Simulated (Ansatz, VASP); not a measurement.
Two plane-wave programs on TiO2

```
Ti O
1.0
     4.59115    0.00000    0.00000
     0.00000    4.59115    0.00000
     0.00000    0.00000    2.93905
Ti O
2 4
Direct
  0.00000 0.00000 0.00000
  0.50000 0.50000 0.50000
  0.30443 0.30443 0.00000
  0.69557 0.69557 0.00000
  0.80443 0.19557 0.50000
  0.19557 0.80443 0.50000
```

Alike in both runs: functional PBEsol; k mesh 6 × 6 × 8; occupations gaussian, width 0.02 eV; no spin polarisation.

Ansatz relaxed the structure, and its values are those at the end. VASP's run is a single point on that final structure, the one shown.

```csv
,VASP,Ansatz
version,VASP 6.6.1,Ansatz 0.2.0
potentials or method,"VASP PAW PBE potentials, release 64 (Ti_sv, O)","scalar-relativistic, plane waves, PAW"
plane-wave cutoff (eV),520,420
valence electrons in the cell,48,48
```

```csv
,VASP,Ansatz,Ansatz less VASP
gap on the k mesh at the Fermi level (eV),1.84,1.87,+0.028
least direct gap on the mesh (eV),1.84,1.87,+0.028
pressure (GPa),0.7,0.0,-0.67
rms of the force components (eV/Å),0.011,0.000,-0.0111
```

VASP's potentials were made for PBE, not for PBEsol. The functional is the same, so the differences come from potentials, cutoffs and numerics.
